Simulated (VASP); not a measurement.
Wanted: the native input for a VASP 6.6.1 run.

* Task: single point
* Functional: PBE
* Potentials or basis: VASP PAW PBE potentials, release 64 (La, Zr_sv, O)
* Cutoff: 520 eV
* k mesh: 6 × 6 × 6
* Occupations: gaussian, width 0.1 eV
* Spin: no spin polarisation
* Dipole correction: no
* Further INCAR settings: ALGO = Normal; EDIFF = 1e-06; NBANDS = 34

The structure of La2Zr2O lies in POSCAR:

```
La2Zr2O
1.0
   -1.9822997700      1.9822997700      6.7498439000
    1.9822997700     -1.9822997700      6.7498439000
    1.9822997700      1.9822997700     -6.7498439000
La Zr O
2 2 1
Direct
    0.2500000000      0.7500000000      0.5000000000
    0.7500000000      0.2500000000      0.5000000000
    0.3440000100      0.3440000100      0.0000000000
    0.6559999900      0.6559999900      0.0000000000
    0.0000000000      0.0000000000      0.0000000000
```

One way to write it, as run:

INCAR

```
PREC     = Accurate       # precision mode
ENCUT    = 520            # plane-wave cutoff, eV
EDIFF    = 1E-6           # SCF threshold, eV
ISMEAR   = 0              # smearing method
SIGMA    = 0.1            # smearing width, eV
LREAL    = F              # projectors in reciprocal space
LASPH    = T              # aspherical terms in the spheres
NELM     = 100            # most SCF steps
ALGO     = Normal         # electronic algorithm
ISIF     = 2              # what is computed and relaxed
LWAVE    = F              # write WAVECAR
LCHARG   = F              # write CHGCAR
GGA      = PE             # functional
NBANDS   = 34             # bands
```

KPOINTS

```
regular mesh
0
Gamma
  6 6 6
```

Potentials or basis: VASP PAW PBE potentials, release 64 (La, Zr_sv, O).

Launch:

```sh
$ cat potpaw_PBE.64/La/POTCAR potpaw_PBE.64/Zr_sv/POTCAR potpaw_PBE.64/O/POTCAR > POTCAR
$ mpirun -np 1 vasp_std > vasp.out
```

It gave:

```json
{
  "Pressure": "55.1 GPa",
  "Largest force": "13.374 eV/Å",
  "Band gap on the k mesh": "zero (band 26 reaches 8.77 eV, above the bottom of band 27 at 8.17 eV)"
}
```

Caveat: the k points lie up to 0.37 Å⁻¹ apart; spin-orbit coupling is left out, which moves the levels of the heavy elements; forces of over 1 eV/Å act on the atoms, so gaps and moduli don't describe the material at rest.

Wall time 13 min on 1 thread of AMD EPYC 7R13 Processor (Zen 3), with other jobs on the host, peak memory 0.44 GiB.
